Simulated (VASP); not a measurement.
# Al3GaN4: single point with PBEsol

The system is Al3GaN4.

```xyz
8
Lattice="4.3922 0.0000 0.0000 0.0000 4.3922 0.0000 0.0000 0.0000 4.3922" Properties=species:S:1:pos:R:3 pbc="T T T"
Al    2.1961    2.1961    0.0000
Al    2.1961    0.0000    2.1961
Al    0.0000    2.1961    2.1961
Ga    0.0000    0.0000    0.0000
N     3.2708    3.2708    1.1214
N     3.2708    1.1214    3.2708
N     1.1214    3.2708    3.2708
N     1.1214    1.1214    1.1214
```

```json
{
 "Program": "VASP 6.6.1",
 "Task": "single point",
 "Functional": "PBEsol",
 "Potentials or basis": "VASP PAW PBE potentials, release 64 (Al, Ga_d, N)",
 "Cutoff": "520 eV",
 "k mesh": "6 × 6 × 6",
 "Occupations": "gaussian, width 0.02 eV",
 "Spin": "no spin polarisation"
}
```

The pressure is 2.0 GPa. The largest force is 0.012 eV/Å and the band gap on the k mesh is 3.32 eV.

Forces in eV/Å, atoms in the order of the input:
```
Al   0.000  0.000  0.000
Al   0.000  0.000  0.000
Al   0.000  0.000  0.000
Ga   0.000  0.000  0.000
N    0.007  0.007 -0.007
N    0.007 -0.007  0.007
N   -0.007  0.007  0.007
N   -0.007 -0.007 -0.007
```

Levels at points of the mesh, in eV from the valence-band top:
| k point | band 18 | band 19 | band 20 | band 21 | band 22 | band 23 | band 24 | band 25 |
| --- | --- | --- | --- | --- | --- | --- | --- | --- |
| (0.00, 0.00, 0.00) | -1.99 | 0.00 | 0.00 | 0.00 | 3.32 | 3.32 | 3.32 | 3.52 |
| (0.50, 0.00, 0.00) | -1.23 | -1.23 | -0.95 | -0.95 | 5.57 | 5.63 | 6.07 | 6.07 |
| (0.50, 0.50, 0.00) | -0.84 | -0.55 | -0.54 | -0.54 | 7.37 | 7.51 | 7.51 | 7.77 |
| (0.50, 0.50, 0.50) | -0.60 | -0.38 | -0.38 | -0.38 | 5.55 | 7.00 | 7.00 | 7.00 |

It took 85 s on 1 thread of Intel Xeon 8259CL (shared host), peak memory 0.22 GiB.

Caveat: the PAW data sets were made with another functional, which shifts forces and pressure a little. A k mesh can miss the band edges.
